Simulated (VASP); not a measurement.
# MgO (Fm-3m) in VASP: single point with PBE

Aim: the single point of MgO with PBE.

Program: VASP 6.6.1. These are calculated values, not measurements. Logs are shortened: lines on timing, memory, paths and dates and some standing lists are left out, and cuts for length are marked.

### 1 The cell of the first run

Symmetry: Fm-3m, No. 225, cubic system. Conventional cell: a = 4.391 Å, b = 4.391 Å, c = 4.391 Å, α = 90.00°, β = 90.00°, γ = 90.00°. Mg (site symmetry m-3m) has 6 O at 2.20 Å within 2.9 Å. O (site symmetry m-3m) has 6 Mg at 2.20 Å within 2.9 Å.

### 2 Single point, PBE

Input file INCAR:

```
PREC = Accurate ; ENCUT = 840
EDIFF = 1E-6 ; ISMEAR = -1
SIGMA = 0.003 ; LREAL = False
LASPH = True ; NELM = 120
ALGO = Normal ; ISIF = 2
LWAVE = False ; LCHARG = True
GGA = PE ; LELF = True
LVHAR = True ; NBANDS = 15
GGA_COMPAT = False
```

Input file KPOINTS:

```
regular mesh
0
Gamma
  7 7 7
```

Input file POSCAR:

```
MgO
1.0
    0.0000000000      2.1957500000      2.1957500000
    2.1957500000      0.0000000000      2.1957500000
    2.1957500000      2.1957500000      0.0000000000
Mg O
1 1
Direct
    0.0000000000      0.0000000000      0.0000000000
    0.5000000000      0.5000000000      0.5000000000
```

Potentials or basis: VASP PAW PBE potentials, release 64 (Mg_sv, O).

Command:

```console
> cat potpaw_PBE.64/Mg_sv/POTCAR potpaw_PBE.64/O/POTCAR > POTCAR
> mpirun -np 1 vasp_std > vasp.out
```

OUTCAR:

```text
PREC = Accurate
   ENCUT = 840
   EDIFF = 1E-6
   ISMEAR = -1
   LREAL = False
   LASPH = True
   NELM = 120
   ISIF = 2
   GGA = PE

 ion  position               nearest neighbor table
   1  0.000  0.000  0.000-
   2  0.500  0.500  0.500-

  LATTYP: Found a face centered cubic cell.
 ALAT       =     4.3915000000

  Lattice vectors:

 A1 = (   0.0000000000,   2.1957500000,   2.1957500000)
 A2 = (   2.1957500000,   0.0000000000,   2.1957500000)
 A3 = (   2.1957500000,   2.1957500000,   0.0000000000)

Analysis of symmetry for initial positions (statically):
=====================================================================
 Subroutine PRICEL returns:
 Original cell was already a primitive cell.

 Routine SETGRP: Setting up the symmetry group for a
 face centered cubic supercell.

 Subroutine GETGRP returns: Found 48 space group operations
 (whereof 48 operations were pure point group operations)
 out of a pool of 48 trial point group operations.

The static configuration has the point symmetry O_h .

Analysis of symmetry for dynamics (positions and initial velocities):
=====================================================================
 Subroutine PRICEL returns:
 Original cell was already a primitive cell.

 Routine SETGRP: Setting up the symmetry group for a
 face centered cubic supercell.

 Subroutine GETGRP returns: Found 48 space group operations
 (whereof 48 operations were pure point group operations)
 out of a pool of 48 trial point group operations.

The dynamic configuration has the point symmetry O_h .

 Subroutine INISYM returns: Found 48 space group operations
 (whereof 48 operations are pure point group operations),
 and found     1 'primitive' translations

----------------------------------------------------------------------------------------

                                     Primitive cell

  volume of cell :      21.1728

  direct lattice vectors                    reciprocal lattice vectors
     0.000000000  2.195750000  2.195750000    -0.227712627  0.227712627  0.227712627
     2.195750000  0.000000000  2.195750000     0.227712627 -0.227712627  0.227712627
     2.195750000  2.195750000  0.000000000     0.227712627  0.227712627 -0.227712627

  length of vectors
     3.105259430  3.105259430  3.105259430     0.394409839  0.394409839  0.394409839

  position of ions in fractional coordinates (direct lattice)
     0.000000000  0.000000000  0.000000000
[... 81 lines left out ...]
   POTIM  = 0.5000    time-step for ionic-motion
   TEBEG  =    0.0;   TEEND  =   0.0 temperature during run
   PSTRESS=    0.0 pullay stress
   NELECT =      16.0000    total number of electrons
   NUPDOWN=      -1.0000    fix difference up-down
   EMIN   =  10.00;   EMAX   =-10.00  energy-range for DOS
   EFERMI =   0.00;   METHOD = LEGACY
   ISMEAR =    -1;   SIGMA  =   0.00  broadening in eV -4-tet -1-fermi 0-gaus
   EFERMI_NEDOS =   21; number of points for ismear=-14 and -15
   IALGO  =     38    algorithm
   IMIX   =      4    mixing-type and parameters
     AMIX     =   0.40;   BMIX     =  1.00
     AMIX_MAG =   1.60;   BMIX_MAG =  1.00
  volume/ion in A,a.u.               =      10.59        71.44
  Fermi-wavevector in a.u.,A,eV,Ry     =   1.491152  2.817869 30.253023  2.223534
  Thomas-Fermi vector in A             =   2.603843
   LORBIT       =      0    0 simple, 1 ext, 2 COOP (PROOUT), +10 PAW based schemes
   GGA     = PE    functional components
   LHFCALC =     F    Hartree Fock is set to
   AEXX    =    0.0000 exact exchange contribution
   IVDW    =     0    specifies the selected vdW correction
   LEPSILON=     F    determine dielectric tensor
   LRPA    =     F    only Hartree local field effects (RPA)
 non-spin polarized calculation
  energy-cutoff  :      840.00
  volume of cell :       21.17
 maximum number of plane-waves:      1211
 NGX is ok and might be reduce to    30
   NGX = 15   NGY = 15   NGZ = 15

 number of electron      16.0000008 magnetization

 Free energy of the ion-electron system (eV)
  ---------------------------------------------------
  ext. energy  EPLUGINS =         0.00000000
  ---------------------------------------------------
  free energy    TOTEN  =       -11.81377773 eV

  energy without entropy =      -11.81377773  energy(sigma->0) =      -11.81377773

 E-fermi :   2.1394     XC(G=0): -10.7779

 val. band max:        2.0751205066   @ k =   0.0000   0.0000   0.0000
 cond. band min:       5.6927086019   @ k =   0.0000   0.0000   0.0000
 fundamental gap:      3.6175880953
 Fermi energy:         2.1393641146

 k-point     1 :       0.0000    0.0000    0.0000
  band No.  band energies     occupation
      1     -70.6529      2.00000
      2     -37.3895      2.00000
      3     -37.3895      2.00000
      4     -37.3895      2.00000
      5     -14.5857      2.00000
      6       2.0751      2.00000
      7       2.0751      2.00000
      8       2.0751      2.00000
      9       5.6927      0.00000
     10      17.1647      0.00000
     11      17.1647      0.00000
     12      17.1647      0.00000
     13      20.7612      0.00000
     14      22.4042      0.00000
[... 329 lines left out ...]
      2     -37.4221      2.00000
      3     -37.4202      2.00000
      4     -37.4050      2.00000
      5     -13.3609      2.00000
      6      -0.6589      2.00000
      7      -0.4959      2.00000
      8       0.8131      2.00000
      9      12.2426      0.00000
     10      12.8461      0.00000
     11      13.1668      0.00000
     12      16.7058      0.00000
     13      21.0610      0.00000
     14      23.3702      0.00000
     15      26.9085      0.00000

------------------------ aborting loop because EDIFF is reached ----------------------------------------

  FORCE on cell =-STRESS in cart. coord.  units (eV):
  Direction    XX          YY          ZZ          XY          YZ          ZX
  --------------------------------------------------------------------------------------
  -------------------------------------------------------------------------------------
  Total       -1.5611289     -1.5611289     -1.5611289     -0.0000000      0.0000000      0.0000000
  in kB     -118.1328499   -118.1328499   -118.1328499     -0.0000000      0.0000000      0.0000000
  external PRESSURE =    -118.1328499 kB  Pullay stress =       0.0000000 kB

 VOLUME and BASIS-vectors are now :
 -----------------------------------------------------------------------------
  energy-cutoff  :      840.00
  volume of cell :       21.17
      direct lattice vectors                 reciprocal lattice vectors
     0.000000000  2.195750000  2.195750000    -0.227712627  0.227712627  0.227712627
     2.195750000  0.000000000  2.195750000     0.227712627 -0.227712627  0.227712627
     2.195750000  2.195750000  0.000000000     0.227712627  0.227712627 -0.227712627

 POSITION                                       TOTAL-FORCE (eV/Angst)
 -----------------------------------------------------------------------------------
      0.00000      0.00000      0.00000        -0.000000     -0.000000      0.000000
      2.19575      2.19575      2.19575         0.000000      0.000000     -0.000000
 -----------------------------------------------------------------------------------
    total drift:                                0.000000      0.000000      0.000000

  FREE ENERGIE OF THE ION-ELECTRON SYSTEM (eV)
  ---------------------------------------------------
  free  energy   TOTEN  =       -11.8137777259 eV

  energy  without entropy=      -11.8137777259  energy(sigma->0) =      -11.81377773
```

Wall time 13 s (1 thread of Intel Xeon Platinum 8259CL at 2.50GHz (Skylake/Cascade Lake), shared host); peak memory 0.16 GiB.

What came out:

- Free energy: -11.8138 eV
- Pressure: -11.8 GPa
- Band gap on the k mesh: 3.62 eV

Caveat: the cell stands under tension.
